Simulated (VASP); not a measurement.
Input of a VASP 6.6.1 run:

The input POSCAR:

```
Ti
1.0
    0.0000000000      2.0555013248      2.0555013248
    2.0555013248      0.0000000000      2.0555013248
    2.0555013248      2.0555013248      0.0000000000
Ti
1
Direct
    0.0000000000      0.0000000000      0.0000000000
```

The input INCAR.step1:

```
ALGO     = Normal         # electronic algorithm
EDIFF    = 1E-5           # SCF threshold, eV
ENCUT    = 550            # plane-wave cutoff, eV
GGA      = PE             # functional
GGA_COMPAT= F            
ISMEAR   = -1             # smearing method
LASPH    = T              # aspherical terms in the spheres
LCHARG   = F              # write CHGCAR
LREAL    = F              # projectors in reciprocal space
LWAVE    = T              # write WAVECAR
NBANDS   = 12             # bands
NELM     = 120            # most SCF steps
PREC     = Accurate       # precision mode
SIGMA    = 0.05           # smearing width, eV
```

INCAR.step2

```
ALGO     = Normal         # electronic algorithm
EDIFF    = 1E-6           # SCF threshold, eV
ENCUT    = 550            # plane-wave cutoff, eV
GGA_COMPAT= F            
ISIF     = 2              # what is computed and relaxed
ISMEAR   = -1             # smearing method
ISTART   = 1            
LASPH    = T              # aspherical terms in the spheres
LCHARG   = F              # write CHGCAR
LMIXTAU  = T            
LREAL    = F              # projectors in reciprocal space
LWAVE    = F              # write WAVECAR
METAGGA  = R2SCAN         # meta-GGA
NBANDS   = 12             # bands
NELM     = 120            # most SCF steps
PREC     = Accurate       # precision mode
SIGMA    = 0.05           # smearing width, eV
```

File KPOINTS:

```
k-points
0
Gamma
  19 19 19
```

Potentials or basis: VASP PAW PBE potentials, release 64 (Ti_sv).

Run with:

```sh
$ cat potpaw_PBE.64/Ti_sv/POTCAR > POTCAR
$ cp INCAR.step1 INCAR
$ mpirun -np 1 vasp_std > vasp.out
$ cp INCAR.step2 INCAR
$ mpirun -np 1 vasp_std > vasp.out
```

Question: Estimate the band gap on the k mesh.

Answer: Zero (bands 6 and 7 overlap by 1.34 eV).

Question: What does it give for the pressure?

Answer: 0.4 GPa.

Caveat: the PAW data sets were made with another functional, which shifts forces and pressure a little.
